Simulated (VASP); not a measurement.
# NiO (Fm-3m) in VASP: single point with PBE

Aim: the single point of NiO with PBE.

Everything below comes from runs of VASP 6.6.1. Logs are shortened: lines on timing, memory, paths and dates and some standing lists are left out, and cuts for length are marked.

**Measured values to compare with.**

From “Local correlations, non-local screening, multiplets, and band formation in NiO”, 2012, arxiv:1210.6675, for a bulk crystal of NiO: band gap 4.3 eV.

The runs below are set against these values where they give the same quantity.

## Step 1: The cell of the first run

Symmetry: Fm-3m, No. 225, cubic system. The conventional cell has a = 4.196 Å, b = 4.196 Å, c = 4.196 Å, α = 90.00°, β = 90.00°, γ = 90.00°. Within 2.8 Å of Ni (site symmetry m-3m) lie 6 O at 2.10 Å. Within 2.8 Å of O (site symmetry m-3m) lie 6 Ni at 2.10 Å.

## Step 2: Single point, PBE, collinear spin, ferromagnetic start

The input, INCAR:

```
  ALGO = Normal
  EDIFF = 1E-6
  ENCUT = 520
  GGA = PE
  ISIF = 2
  ISMEAR = 0
  ISPIN = 2
  ISYM = 0
  LASPH = True
  LCHARG = False
  LMAXMIX = 4
  LORBIT = 11
  LREAL = False
  LWAVE = False
  MAGMOM = 2 2 0 0
  NBANDS = 28
  NELM = 150
  PREC = Accurate
  SIGMA = 0.1
```

The input, KPOINTS:

```
k-points
0
Gamma
  9 5 7
```

The input, POSCAR:

```
NiO
1.0
    0.0000000000     -2.0979100000     -2.0979100000
   -4.1958200000     -2.0979100000     -2.0979100000
    0.0000000000      2.0979100000     -2.0979100000
Ni O
2 2
Direct
    0.0000000000      0.0000000000      0.0000000000
    0.0000000000      0.5000000000      0.5000000000
    0.5000000000      0.0000000000      0.5000000000
    0.5000000000      0.5000000000      0.0000000000
```

Potentials or basis: VASP PAW PBE potentials, release 64 (Ni, O).

On the command line:

```console
$ cat potpaw_PBE.64/Ni/POTCAR potpaw_PBE.64/O/POTCAR > POTCAR
$ mpirun -np 1 vasp_std > vasp.out
```

OUTCAR:

```text
EDIFF = 1E-6
   ENCUT = 520
   GGA = PE
   ISIF = 2
   ISMEAR = 0
   ISPIN = 2
   ISYM = 0
   LASPH = True
   LORBIT = 11
   LREAL = False
   NELM = 150
   PREC = Accurate

 ion  position               nearest neighbor table
   1  0.000  0.000  0.000-   3 2.10   3 2.10   4 2.10   3 2.10   4 2.10   3 2.10   2 2.97   2 2.97
                             2 2.97   2 2.97   2 2.97   2 2.97   2 2.97   2 2.97
   2  0.000  0.500  0.500-   4 2.10   4 2.10   3 2.10   3 2.10   4 2.10   4 2.10   1 2.97   1 2.97
                             1 2.97   1 2.97   1 2.97   1 2.97   1 2.97   1 2.97
   3  0.500  0.000  0.500-   1 2.10   1 2.10   2 2.10   1 2.10   2 2.10   1 2.10
   4  0.500  0.500  0.000-   2 2.10   2 2.10   1 2.10   1 2.10   2 2.10   2 2.10

IMPORTANT INFORMATION: All symmetrisations will be switched off!
NOSYMM: (Re-)initialisation of all symmetry stuff for point group C_1.

----------------------------------------------------------------------------------------

                                     Primitive cell

  volume of cell :      36.9335

  direct lattice vectors                    reciprocal lattice vectors
     0.000000000 -2.097910000 -2.097910000     0.238332436 -0.238332436 -0.238332436
    -4.195820000 -2.097910000 -2.097910000    -0.238332436  0.000000000  0.000000000
     0.000000000  2.097910000 -2.097910000     0.000000000  0.238332436 -0.238332436

  length of vectors
     2.966892775  5.138809026  2.966892775     0.412803888  0.238332436  0.337052963

  position of ions in fractional coordinates (direct lattice)
     0.000000000  0.000000000  0.000000000
     0.000000000  0.500000000  0.500000000
     0.500000000  0.000000000  0.500000000
     0.500000000  0.500000000  0.000000000

  ion indices of the primitive-cell ions
   primitive index   ion index
                 1           1
                 2           2
                 3           3
                 4           4

----------------------------------------------------------------------------------------

 KPOINTS: k-points

Automatic generation of k-mesh.
 Grid dimensions read from file:
 generate k-points for:    9    5    7

 Generating k-lattice:

  Cartesian coordinates                     Fractional coordinates (reciprocal lattice)
     0.026481382 -0.026481382 -0.026481382     0.111111111  0.000000000  0.000000000
    -0.047666487  0.000000000  0.000000000     0.000000000  0.200000000  0.000000000
     0.000000000  0.034047491 -0.034047491     0.000000000  0.000000000  0.142857143

  Length of vectors
     0.045867099  0.047666487  0.048150423

  Shift w.r.t. Gamma in fractional coordinates (k-lattice)
     0.000000000  0.000000000  0.000000000

 -----------------------------------------------------------------------------
|                                                                             |
|           W    W    AA    RRRRR   N    N  II  N    N   GGGG   !!!           |
|           W    W   A  A   R    R  NN   N  II  NN   N  G    G  !!!           |
|           W    W  A    A  R    R  N N  N  II  N N  N  G       !!!           |
|           W WW W  AAAAAA  RRRRR   N  N N  II  N  N N  G  GGG   !            |
|           WW  WW  A    A  R   R   N   NN  II  N   NN  G    G                |
|           W    W  A    A  R    R  N    N  II  N    N   GGGG   !!!           |
|                                                                             |
|     Your reciprocal lattice and k-lattice belong to different lattice       |
|     classes:                                                                |
|                                                                             |
|        The reciprocal lattice is simple tetragonal,                         |
|        whereas your k-lattice is simple monoclinic.                         |
|                                                                             |
|     Results are often still useful ...                                      |
|                                                                             |
 -----------------------------------------------------------------------------

 WARNING: IBZKPT: internal override: KBLOWUP is changed to .FALSE.
      ... skipping the blow-up phase ...

 Subroutine IBZKPT returns following result:
 ===========================================

 Found    158 irreducible k-points:

 Following reciprocal coordinates:
            Coordinates               Weight
  0.000000  0.000000  0.000000      1.000000
  0.111111  0.000000  0.000000      2.000000
  0.222222  0.000000  0.000000      2.000000
  0.333333  0.000000  0.000000      2.000000
  0.444444  0.000000  0.000000      2.000000
  0.000000  0.200000  0.000000      2.000000
[... 16 lines left out ...]
 -0.111111  0.400000  0.000000      2.000000
  0.000000  0.000000  0.142857      2.000000
 [... further k-points ...]
   k-points           NKPTS =    158   k-points in BZ     NKDIM =    158   number of bands    NBANDS=     28
   number of dos      NEDOS =    301   number of ions     NIONS =      4
   total plane-waves  NPLWV =  23040
   dimension x,y,z NGX =    24 NGY =   40 NGZ =   24
   dimension x,y,z NGXF=    48 NGYF=   80 NGZF=   48
   ions per type =               2   2
   NGX,Y,Z   is equivalent  to a cutoff of  13.45, 12.94, 13.45 a.u.
   NGXF,Y,Z  is equivalent  to a cutoff of  26.90, 25.88, 26.90 a.u.
 SYSTEM =  unknown system
   PREC   = accura    normal or accurate (medium, high low for compatibility)
   ISTART =      0    job   : 0-new  1-cont  2-samecut
   ICHARG =      2    charge: 1-file 2-atom 10-const
   ISPIN  =      2    spin polarized calculation?
   LNONCOLLINEAR =      F non collinear calculations
   LSORBIT =      F    spin-orbit coupling
   LASPH  =      T    aspherical Exc in radial PAW
   ENCUT  =  520.0 eV  38.22 Ry    6.18 a.u.   5.52  9.55  5.52*2*pi/ulx,y,z
   NELM   =    150;   NELMIN=  2; NELMDL= -5     # of ELM steps
   EDIFF  = 0.1E-05   stopping-criterion for ELM
   LREAL  =      F    real-space projection
   EDIFFG = 0.1E-04   stopping-criterion for IOM
   NSW    =      0    number of steps for IOM
   IBRION =     -1    ionic relax: 0-MD 1-quasi-New 2-CG
   NFREE  =      0    steps in history (QN), initial steepest desc. (CG)
   ISIF   =      2    stress and relaxation
   ISYM   =      0    0-nonsym 1-usesym 2-fastsym
   POTIM  = 0.5000    time-step for ionic-motion
   TEBEG  =    0.0;   TEEND  =   0.0 temperature during run
   PSTRESS=    0.0 pullay stress
   NELECT =      32.0000    total number of electrons
   NUPDOWN=      -1.0000    fix difference up-down
   EMIN   =  10.00;   EMAX   =-10.00  energy-range for DOS
   EFERMI =   0.00;   METHOD = LEGACY
   ISMEAR =     0;   SIGMA  =   0.10  broadening in eV -4-tet -1-fermi 0-gaus
   EFERMI_NEDOS =   21; number of points for ismear=-14 and -15
   IALGO  =     38    algorithm
   IMIX   =      4    mixing-type and parameters
     AMIX     =   0.40;   BMIX     =  1.00
     AMIX_MAG =   1.60;   BMIX_MAG =  1.00
  volume/ion in A,a.u.               =       9.23        62.31
  Fermi-wavevector in a.u.,A,eV,Ry     =   1.560695  2.949285 33.140638  2.435768
  Thomas-Fermi vector in A             =   2.663869
   LORBIT       =     11    0 simple, 1 ext, 2 COOP (PROOUT), +10 PAW based schemes
   GGA     = PE    functional components
   LHFCALC =     F    Hartree Fock is set to
   AEXX    =    0.0000 exact exchange contribution
   IVDW    =     0    specifies the selected vdW correction
   LEPSILON=     F    determine dielectric tensor
   LRPA    =     F    only Hartree local field effects (RPA)
 spin polarized calculation
 Gauss-broadening in eV      SIGMA  =   0.10
  energy-cutoff  :      520.00
  volume of cell :       36.93
 maximum number of plane-waves:      1007
 NGX is ok and might be reduce to    24
   NGX = 11   NGY = 19   NGZ = 11

 number of electron      31.9999986 magnetization       3.5123412

 Free energy of the ion-electron system (eV)
  ---------------------------------------------------
  ext. energy  EPLUGINS =         0.00000000
  ---------------------------------------------------
  free energy    TOTEN  =       -22.96090269 eV

  energy without entropy =      -22.94976016  energy(sigma->0) =      -22.95533142

 E-fermi :   7.7165     XC(G=0): -12.5989

 val. band max:        7.7097259470   @ k =  -0.2222   0.2000   0.2857
 cond. band min:       7.7278076431   @ k =  -0.4444  -0.4000   0.4286
 fundamental gap:      0.0180816961
 Fermi energy:         7.7164738396

 spin component 1

 k-point     1 :       0.0000    0.0000    0.0000
  band No.  band energies     occupation
      1     -12.5398      1.00000
      2     -11.1485      1.00000
      3       0.9062      1.00000
      4       3.4776      1.00000
      5       3.4803      1.00000
      6       4.2229      1.00000
[... 20 lines left out ...]
     27      26.5160      0.00000
     28      26.5163      0.00000

 k-point     2 :       0.1111    0.0000    0.0000
  band No.  band energies     occupation
      1     -12.4044      1.00000
      2     -11.1574      1.00000
      3       0.9098      1.00000
      4       2.7891      1.00000
      5       3.0981      1.00000
      6       3.6573      1.00000
[... 20 lines left out ...]
     27      25.9930      0.00000
     28      27.5001      0.00000

 k-point     3 :       0.2222    0.0000    0.0000
  band No.  band energies     occupation
      1     -12.0407      1.00000
      2     -11.1758      1.00000
      3       0.7402      1.00000
      4       1.9834      1.00000
      5       2.0191      1.00000
      6       2.5368      1.00000
[... 616 lines left out ...]
      3       1.0524      1.00000
      4       1.1330      1.00000
      5       3.0380      1.00000
      6       3.0650      1.00000
[... 20 lines left out ...]
     27      25.1820      0.00000
     28      25.2703      0.00000

 k-point    24 :       0.0000    0.0000    0.1429
  band No.  band energies     occupation
      1     -12.3914      1.00000
      2     -11.1125      1.00000
      3       1.0237      1.00000
      4       2.4769      1.00000
      5       2.9329      1.00000
      6       3.4045      1.00000
[... 20 lines left out ...]
     27      26.7279      0.00000
     28      27.5897      0.00000

 [... further k-points ...]

 spin component 2

 k-point     1 :       0.0000    0.0000    0.0000
  band No.  band energies     occupation
      1     -12.1005      1.00000
      2     -10.6264      1.00000
      3       1.2516      1.00000
      4       3.9330      1.00000
      5       3.9369      1.00000
      6       4.9315      1.00000
[... 20 lines left out ...]
     27      26.7303      0.00000
     28      26.7309      0.00000

 k-point     2 :       0.1111    0.0000    0.0000
  band No.  band energies     occupation
      1     -11.9611      1.00000
      2     -10.6398      1.00000
      3       1.2969      1.00000
      4       3.3002      1.00000
      5       3.7780      1.00000
      6       4.1667      1.00000
[... 20 lines left out ...]
     27      26.2567      0.00000
     28      27.6605      0.00000

 k-point     3 :       0.2222    0.0000    0.0000
  band No.  band energies     occupation
      1     -11.5858      1.00000
      2     -10.6692      1.00000
      3       1.1560      1.00000
      4       2.4674      1.00000
      5       2.6350      1.00000
      6       3.4572      1.00000
[... 616 lines left out ...]
      3       1.7167      1.00000
      4       1.8095      1.00000
      5       3.7136      1.00000
      6       3.7527      1.00000
[... 20 lines left out ...]
     27      25.4798      0.00000
     28      25.5661      0.00000

 k-point    24 :       0.0000    0.0000    0.1429
  band No.  band energies     occupation
      1     -11.9476      1.00000
      2     -10.5919      1.00000
      3       1.3791      1.00000
      4       2.9721      1.00000
      5       3.6951      1.00000
      6       4.0817      1.00000
[... 20 lines left out ...]
     27      26.9364      0.00000
     28      28.0721      0.00000

 [... further k-points ...]

------------------------ aborting loop because EDIFF is reached ----------------------------------------

  FORCE on cell =-STRESS in cart. coord.  units (eV):
  Direction    XX          YY          ZZ          XY          YZ          ZX
  --------------------------------------------------------------------------------------
  -------------------------------------------------------------------------------------
  Total        0.5624747      0.5016308      0.5008282     -0.0009413     -0.0112250     -0.0009407
  in kB       24.4001778     21.7607675     21.7259503     -0.0408326     -0.4869405     -0.0408077
  external PRESSURE =      22.6289652 kB  Pullay stress =       0.0000000 kB

 VOLUME and BASIS-vectors are now :
 -----------------------------------------------------------------------------
  energy-cutoff  :      520.00
  volume of cell :       36.93
      direct lattice vectors                 reciprocal lattice vectors
     0.000000000 -2.097910000 -2.097910000     0.238332436 -0.238332436 -0.238332436
    -4.195820000 -2.097910000 -2.097910000    -0.238332436  0.000000000  0.000000000
     0.000000000  2.097910000 -2.097910000     0.000000000  0.238332436 -0.238332436

 POSITION                                       TOTAL-FORCE (eV/Angst)
 -----------------------------------------------------------------------------------
      0.00000      0.00000      0.00000        -0.000000     -0.000000      0.000000
     -2.09791      0.00000     -2.09791        -0.000000      0.000000      0.000000
      0.00000      0.00000     -2.09791         0.000000      0.000000     -0.000000
     -2.09791     -2.09791     -2.09791         0.000000     -0.000000     -0.000000
 -----------------------------------------------------------------------------------
    total drift:                                0.000000      0.000001      0.000000

  FREE ENERGIE OF THE ION-ELECTRON SYSTEM (eV)
  ---------------------------------------------------
  free  energy   TOTEN  =       -22.9609026857 eV

  energy  without entropy=      -22.9497601632  energy(sigma->0) =      -22.95533142

 total charge

# of ion       s       p       d       tot
------------------------------------------
    1        0.328   0.394   8.238   8.960
    2        0.328   0.394   8.238   8.960
    3        1.557   3.416   0.000   4.973
    4        1.557   3.417   0.000   4.973
--------------------------------------------------
tot          3.769   7.622  16.475  27.866

 magnetization (x)

# of ion       s       p       d       tot
------------------------------------------
    1        0.011   0.015   1.418   1.444
    2        0.011   0.015   1.418   1.444
    3        0.028   0.240   0.000   0.268
    4        0.028   0.240   0.000   0.268
--------------------------------------------------
tot          0.078   0.511   2.836   3.425
```

Wall time 2.4 min (1 thread of Intel Xeon 6975P-C (Granite Rapids), shared host); peak memory 0.34 GiB.

What came out:

- Free energy: -22.9609 eV
- Pressure: 2.3 GPa
- Net moment: 3.51 μB per cell
- Site moments: Ni +1.44; O +0.27 μB
- Valence electrons inside the program's atomic spheres: Ni 8.96; O 4.97

Caveat: semilocal functionals often make such compounds metallic where correlation or magnetic order opens a gap, which also shifts bond lengths.

## Step 3: How close it comes

Step 2. A measured gap of NiO is 4.3 eV (quoted in “Local correlations, non-local screening, multiplets, and band formation in NiO”, 2012, arxiv:1210.6675); the calculated 0.00 eV misses it by -4.30 eV. So large a miss can be the level of theory's own, or it may mean another phase, state or a wrong row. The value is that of PBE on a finite k mesh, which can miss the band edges, without temperature or zero-point motion. Semilocal functionals fall short of measured gaps as a rule. The run's magnetic order (collinear spin, ferromagnetic start) needn't be the measured crystal's.
